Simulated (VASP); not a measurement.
A run of VASP 6.6.1:

The input INCAR:

```
SYSTEM = TaN
PREC = Accurate
ENCUT = 520
EDIFF = 1E-6
ISMEAR = -1
SIGMA = 0.01
LREAL = .FALSE.
LASPH = .TRUE.
NELM = 100
ALGO = Normal
ISIF = 2
LWAVE = .FALSE.
LCHARG = .FALSE.
GGA = PS
NBANDS = 24
```

Contents of KPOINTS:

```
regular mesh
0
G
  11 11 6
  0 0 0
```

The input POSCAR:

```
TaN
1.0
    2.9857803976      0.0000000000      0.0000000000
   -1.4928901988      2.5857616744      0.0000000000
    0.0000000000      0.0000000000      4.8176044827
Ta N
2 2
Direct
    0.0000000000      0.0000000000      0.0000000000
    0.0000000000      0.0000000000      0.5000000000
    0.3333333333      0.6666666667      0.2500000000
    0.6666666667      0.3333333333      0.7500000000
```

Potentials or basis: VASP PAW PBE potentials, release 64 (Ta_pv, N).

Run with:

```sh
$ cat potpaw_PBE.64/Ta_pv/POTCAR potpaw_PBE.64/N/POTCAR > POTCAR
$ mpirun -np 1 vasp_std > vasp.out
```

Hardware: 1 thread of Intel(R) Xeon(R) Platinum 8175M CPU @ 2.50GHz (Skylake/Cascade Lake), on a shared host.

Q: Estimate the wall time of this run.

A: Run time: 52 s on 1 thread of Intel(R) Xeon(R) Platinum 8175M CPU @ 2.50GHz (Skylake/Cascade Lake), with other jobs on the host, peak memory 0.19 GiB. Counts: scf iterations 12, k points 64.
